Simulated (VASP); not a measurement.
# CdCu4I (F-43m) in VASP: single point with PBE

Aim: the single point of CdCu4I with PBE.

Everything below comes from runs of VASP 6.6.1. Logs are shortened: lines on timing, memory, paths and dates and some standing lists are left out, and cuts for length are marked.

**1. The cell of the first run**

It takes space group F-43m (No. 216, cubic). Conventional cell: a = 7.580 Å, b = 7.580 Å, c = 7.580 Å, α = 90.00°, β = 90.00°, γ = 90.00°. Cu (site symmetry 3m) has 6 Cu at 2.66 to 2.70 Å and 3 Cd at 3.14 Å and 3 I at 3.14 Å within 3.5 Å. Cd (site symmetry -43m) has 12 Cu at 3.14 Å and 4 I at 3.28 Å within 4.1 Å. I (site symmetry -43m) has 12 Cu at 3.14 Å and 4 Cd at 3.28 Å within 4.1 Å.

**2. Single point, PBE**

Contents of INCAR:

```
SYSTEM = CdCu4I
PREC     = Accurate       ! precision mode
ENCUT    = 520            ! plane-wave cutoff, eV
EDIFF    = 1E-6           ! SCF threshold, eV
ISMEAR   = -1             ! smearing method
SIGMA    = 0.1            ! smearing width, eV
LREAL    = .False.        ! projectors in reciprocal space
LASPH    = .True.         ! aspherical terms in the spheres
NELM     = 80             ! most SCF steps
ALGO     = Normal         ! electronic algorithm
ISIF     = 2              ! what is computed and relaxed
LWAVE    = .False.        ! write WAVECAR
LCHARG   = .False.        ! write CHGCAR
GGA      = PE             ! functional
NBANDS   = 40             ! bands
```

Contents of KPOINTS:

```
regular mesh
0
Gamma
  8 8 8
  0 0 0
```

Contents of POSCAR:

```
CdCu4I
1.0
    0.0000000000      3.7898980000      3.7898980000
    3.7898980000      0.0000000000      3.7898980000
    3.7898980000      3.7898980000      0.0000000000
Cu Cd I
4 1 1
Direct
    0.3741312919      0.3741312919      0.3741312919
    0.8776061244      0.3741312919      0.3741312919
    0.3741312919      0.3741312919      0.8776061244
    0.3741312919      0.8776061244      0.3741312919
    0.0000000000      0.0000000000      0.0000000000
    0.7500000000      0.7500000000      0.7500000000
```

Potentials or basis: VASP PAW PBE potentials, release 64 (Cu, Cd, I).

The run is started by

```
cat potpaw_PBE.64/Cu/POTCAR potpaw_PBE.64/Cd/POTCAR potpaw_PBE.64/I/POTCAR > POTCAR
mpirun -np 1 vasp_std > vasp.out
```

OUTCAR:

```text
SYSTEM = CdCu4I
   PREC = Accurate
   ENCUT = 520
   EDIFF = 1E-6
   ISMEAR = -1
   LREAL = .False.
   LASPH = .True.
   NELM = 80
   ISIF = 2
   GGA = PE

 ion  position               nearest neighbor table
   1  0.374  0.374  0.374-   2 2.66   3 2.66   4 2.66   2 2.70   4 2.70   3 2.70   5 3.14   5 3.14
                             5 3.14   6 3.14   6 3.14   6 3.14
   2  0.878  0.374  0.374-   1 2.66   3 2.66   4 2.66   4 2.70   3 2.70   1 2.70   5 3.14   5 3.14
                             5 3.14   6 3.14   6 3.14   6 3.14
   3  0.374  0.374  0.878-   1 2.66   2 2.66   4 2.66   4 2.70   2 2.70   1 2.70   5 3.14   5 3.14
                             5 3.14   6 3.14   6 3.14   6 3.14
   4  0.374  0.878  0.374-   1 2.66   2 2.66   3 2.66   2 2.70   3 2.70   1 2.70   5 3.14   5 3.14
                             5 3.14   6 3.14   6 3.14   6 3.14
   5  0.000  0.000  0.000-   2 3.14   4 3.14   2 3.14   3 3.14   3 3.14   4 3.14   1 3.14   1 3.14
                             1 3.14   4 3.14   2 3.14   3 3.14   6 3.28   6 3.28   6 3.28   6 3.28
   6  0.750  0.750  0.750-   2 3.14   3 3.14   4 3.14   1 3.14   1 3.14   1 3.14   4 3.14   2 3.14
                             4 3.14   3 3.14   2 3.14   3 3.14   5 3.28   5 3.28   5 3.28   5 3.28

  LATTYP: Found a face centered cubic cell.
 ALAT       =     7.5797960000

  Lattice vectors:

 A1 = (   0.0000000000,   3.7898980000,   3.7898980000)
 A2 = (   3.7898980000,   0.0000000000,   3.7898980000)
 A3 = (   3.7898980000,   3.7898980000,   0.0000000000)

Analysis of symmetry for initial positions (statically):
=====================================================================
 Subroutine PRICEL returns:
 Original cell was already a primitive cell.

 Routine SETGRP: Setting up the symmetry group for a
 face centered cubic supercell.

 Subroutine GETGRP returns: Found 24 space group operations
 (whereof 24 operations were pure point group operations)
 out of a pool of 48 trial point group operations.

The static configuration has the point symmetry T_d .

Analysis of symmetry for dynamics (positions and initial velocities):
=====================================================================
 Subroutine PRICEL returns:
 Original cell was already a primitive cell.

 Routine SETGRP: Setting up the symmetry group for a
 face centered cubic supercell.

 Subroutine GETGRP returns: Found 24 space group operations
 (whereof 24 operations were pure point group operations)
 out of a pool of 48 trial point group operations.

The dynamic configuration has the point symmetry T_d .

 Subroutine INISYM returns: Found 24 space group operations
 (whereof 24 operations are pure point group operations),
 and found     1 'primitive' translations

----------------------------------------------------------------------------------------

                                     Primitive cell

  volume of cell :     108.8711

  direct lattice vectors                    reciprocal lattice vectors
     0.000000000  3.789898000  3.789898000    -0.131929672  0.131929672  0.131929672
     3.789898000  0.000000000  3.789898000     0.131929672 -0.131929672  0.131929672
     3.789898000  3.789898000  0.000000000     0.131929672  0.131929672 -0.131929672

  length of vectors
     5.359725152  5.359725152  5.359725152     0.228508895  0.228508895  0.228508895

  position of ions in fractional coordinates (direct lattice)
     0.374131292  0.374131292  0.374131292
     0.877606124  0.374131292  0.374131292
     0.374131292  0.374131292  0.877606124
     0.374131292  0.877606124  0.374131292
     0.000000000  0.000000000  0.000000000
     0.750000000  0.750000000  0.750000000

  ion indices of the primitive-cell ions
   primitive index   ion index
                 1           1
                 2           2
                 3           3
                 4           4
                 5           5
                 6           6

----------------------------------------------------------------------------------------

 KPOINTS: regular mesh

Automatic generation of k-mesh.
 Grid dimensions read from file:
 generate k-points for:    8    8    8

 Generating k-lattice:

  Cartesian coordinates                     Fractional coordinates (reciprocal lattice)
    -0.016491209  0.016491209  0.016491209     0.125000000  0.000000000  0.000000000
     0.016491209 -0.016491209  0.016491209     0.000000000  0.125000000  0.000000000
     0.016491209  0.016491209 -0.016491209     0.000000000  0.000000000  0.125000000

  Length of vectors
     0.028563612  0.028563612  0.028563612

  Shift w.r.t. Gamma in fractional coordinates (k-lattice)
     0.000000000  0.000000000  0.000000000

 Subroutine IBZKPT returns following result:
 ===========================================

 Found     29 irreducible k-points:

 Following reciprocal coordinates:
            Coordinates               Weight
  0.000000  0.000000  0.000000      1.000000
  0.125000  0.000000  0.000000      8.000000
  0.250000  0.000000  0.000000      8.000000
  0.375000  0.000000  0.000000      8.000000
  0.500000  0.000000  0.000000      4.000000
  0.125000  0.125000  0.000000      6.000000
[... 16 lines left out ...]
  0.500000  0.250000  0.125000     48.000000
 -0.375000  0.250000  0.125000     24.000000
 [... further k-points ...]
   k-points           NKPTS =     29   k-points in BZ     NKDIM =     29   number of bands    NBANDS=     40
   number of dos      NEDOS =    301   number of ions     NIONS =      6
   total plane-waves  NPLWV =  64000
   dimension x,y,z NGX =    40 NGY =   40 NGZ =   40
   dimension x,y,z NGXF=    80 NGYF=   80 NGZF=   80
   ions per type =               4   1   1
   NGX,Y,Z   is equivalent  to a cutoff of  12.41, 12.41, 12.41 a.u.
   NGXF,Y,Z  is equivalent  to a cutoff of  24.81, 24.81, 24.81 a.u.
 SYSTEM =  CdCu4I
   PREC   = accura    normal or accurate (medium, high low for compatibility)
   ISTART =      0    job   : 0-new  1-cont  2-samecut
   ICHARG =      2    charge: 1-file 2-atom 10-const
   ISPIN  =      1    spin polarized calculation?
   LNONCOLLINEAR =      F non collinear calculations
   LSORBIT =      F    spin-orbit coupling
   LASPH  =      T    aspherical Exc in radial PAW
   ENCUT  =  520.0 eV  38.22 Ry    6.18 a.u.   9.97  9.97  9.97*2*pi/ulx,y,z
   NELM   =     80;   NELMIN=  2; NELMDL= -5     # of ELM steps
   EDIFF  = 0.1E-05   stopping-criterion for ELM
   LREAL  =      F    real-space projection
   EDIFFG = 0.1E-04   stopping-criterion for IOM
   NSW    =      0    number of steps for IOM
   IBRION =     -1    ionic relax: 0-MD 1-quasi-New 2-CG
   NFREE  =      0    steps in history (QN), initial steepest desc. (CG)
   ISIF   =      2    stress and relaxation
   ISYM   =      2    0-nonsym 1-usesym 2-fastsym
   POTIM  = 0.5000    time-step for ionic-motion
   TEBEG  =    0.0;   TEEND  =   0.0 temperature during run
   PSTRESS=    0.0 pullay stress
   NELECT =      63.0000    total number of electrons
   NUPDOWN=      -1.0000    fix difference up-down
   EMIN   =  10.00;   EMAX   =-10.00  energy-range for DOS
   EFERMI =   0.00;   METHOD = LEGACY
   ISMEAR =    -1;   SIGMA  =   0.10  broadening in eV -4-tet -1-fermi 0-gaus
   EFERMI_NEDOS =   21; number of points for ismear=-14 and -15
   IALGO  =     38    algorithm
   IMIX   =      4    mixing-type and parameters
     AMIX     =   0.40;   BMIX     =  1.00
     AMIX_MAG =   1.60;   BMIX_MAG =  1.00
  volume/ion in A,a.u.               =      18.15       122.45
  Fermi-wavevector in a.u.,A,eV,Ry     =   1.364219  2.578000 25.321722  1.861094
  Thomas-Fermi vector in A             =   2.490554
   LORBIT       =      0    0 simple, 1 ext, 2 COOP (PROOUT), +10 PAW based schemes
   GGA     = PE    functional components
   LHFCALC =     F    Hartree Fock is set to
   AEXX    =    0.0000 exact exchange contribution
   IVDW    =     0    specifies the selected vdW correction
   LEPSILON=     F    determine dielectric tensor
   LRPA    =     F    only Hartree local field effects (RPA)
 non-spin polarized calculation
  energy-cutoff  :      520.00
  volume of cell :      108.87
 maximum number of plane-waves:      2954
   NGX = 19   NGY = 19   NGZ = 19

 number of electron      63.0000039 magnetization

 Free energy of the ion-electron system (eV)
  ---------------------------------------------------
  ext. energy  EPLUGINS =         0.00000000
  ---------------------------------------------------
  free energy    TOTEN  =       -15.25135657 eV

  energy without entropy =      -15.18380073  energy(sigma->0) =      -15.21757865

 E-fermi :   5.7233     XC(G=0): -11.0450

 val. band max:        5.7231031716   @ k =  -0.2500   0.1250   0.0000
 cond. band min:       5.7577262878   @ k =   0.3750   0.3750   0.0000
 fundamental gap:      0.0346231162
 Fermi energy:         5.7233443664

 k-point     1 :       0.0000    0.0000    0.0000
  band No.  band energies     occupation
      1      -8.5570      2.00000
      2      -2.9074      2.00000
      3      -2.9074      2.00000
      4      -2.9074      2.00000
      5      -2.8132      2.00000
      6      -2.8132      2.00000
[... 32 lines left out ...]
     39       9.3887      0.00000
     40       9.3887      0.00000

 k-point     2 :       0.1250    0.0000    0.0000
  band No.  band energies     occupation
      1      -8.5346      2.00000
      2      -2.9061      2.00000
      3      -2.9014      2.00000
      4      -2.9014      2.00000
      5      -2.8153      2.00000
      6      -2.8153      2.00000
[... 32 lines left out ...]
     39      10.1338      0.00000
     40      10.2308      0.00000

 k-point     3 :       0.2500    0.0000    0.0000
  band No.  band energies     occupation
      1      -8.4797      2.00000
      2      -2.8899      2.00000
      3      -2.8899      2.00000
      4      -2.8857      2.00000
      5      -2.8174      2.00000
      6      -2.8174      2.00000
[... 853 lines left out ...]
  band No.  band energies     occupation
      1      -8.3952      2.00000
      2      -2.8849      2.00000
      3      -2.8701      2.00000
      4      -2.8425      2.00000
      5      -2.8159      2.00000
      6      -2.7842      2.00000
[... 32 lines left out ...]
     39      11.7647      0.00000
     40      12.7914      0.00000

 k-point    24 :      -0.3750    0.2500    0.1250
  band No.  band energies     occupation
      1      -8.3767      2.00000
      2      -2.8884      2.00000
      3      -2.8658      2.00000
      4      -2.8321      2.00000
      5      -2.8142      2.00000
      6      -2.7587      2.00000
[... 32 lines left out ...]
     39      11.6581      0.00000
     40      13.0524      0.00000

 [... further k-points ...]
[... 5 lines left out ...]
  --------------------------------------------------------------------------------------
  -------------------------------------------------------------------------------------
  Total       -3.1099673     -3.1099673     -3.1099673      0.0000000      0.0000000     -0.0000000
  in kB      -45.7671473    -45.7671473    -45.7671473      0.0000000      0.0000000     -0.0000000
  external PRESSURE =     -45.7671473 kB  Pullay stress =       0.0000000 kB

 VOLUME and BASIS-vectors are now :
 -----------------------------------------------------------------------------
  energy-cutoff  :      520.00
  volume of cell :      108.87
      direct lattice vectors                 reciprocal lattice vectors
     0.000000000  3.789898000  3.789898000    -0.131929672  0.131929672  0.131929672
     3.789898000  0.000000000  3.789898000     0.131929672 -0.131929672  0.131929672
     3.789898000  3.789898000  0.000000000     0.131929672  0.131929672 -0.131929672

 POSITION                                       TOTAL-FORCE (eV/Angst)
 -----------------------------------------------------------------------------------
      2.83584      2.83584      2.83584        -0.009095     -0.009095     -0.009095
      2.83584      4.74396      4.74396        -0.009095      0.009095      0.009095
      4.74396      4.74396      2.83584         0.009095      0.009095     -0.009095
      4.74396      2.83584      4.74396         0.009095     -0.009095      0.009095
      0.00000      0.00000      0.00000         0.000000      0.000000      0.000000
      5.68485      5.68485      5.68485         0.000000      0.000000      0.000000
 -----------------------------------------------------------------------------------
    total drift:                               -0.000002     -0.000002     -0.000002

  FREE ENERGIE OF THE ION-ELECTRON SYSTEM (eV)
  ---------------------------------------------------
  free  energy   TOTEN  =       -15.2513565683 eV

  energy  without entropy=      -15.1838007332  energy(sigma->0) =      -15.21757865
```

Wall time 2.2 min (1 thread of Oxide Virtual Turin-like, shared host); peak memory 0.27 GiB.

What came out:

* Free energy: -15.2514 eV
* Pressure: -4.6 GPa
* Largest force: 0.016 eV/Å
* Band gap on the k mesh: zero (an odd number of electrons rules out a gap without spin polarisation)

Forces on the atoms (eV/Å):
```
Cu  -0.009 -0.009 -0.009
Cu  -0.009  0.009  0.009
Cu   0.009  0.009 -0.009
Cu   0.009 -0.009  0.009
Cd   0.000  0.000  0.000
I    0.000  0.000  0.000
```

Levels at points of the mesh, in eV from the Fermi level:
```tsv
k point	band 27	band 28	band 29	band 30	band 31	band 32	band 33	band 34	band 35	band 36
(0.00, 0.00, 0.00)	-1.95	-1.44	-1.44	-1.44	0.11	0.74	0.74	0.74	2.05	2.79
(0.50, 0.00, 0.00)	-1.98	-1.79	-1.79	-1.44	-0.72	0.81	0.81	0.82	3.68	4.00
(0.50, 0.50, 0.00)	-1.96	-1.95	-1.53	-1.53	-1.29	0.76	2.38	2.38	2.91	5.12
```

Caveat: the cell stands under tension; spin-orbit coupling is left out, which moves the levels of the heavy elements; an odd number of electrons without spin polarisation forces a metal; a magnetic or distorted state may lie lower.

The gap in the log of VASP goes by the Fermi energy; the results here count the filled bands.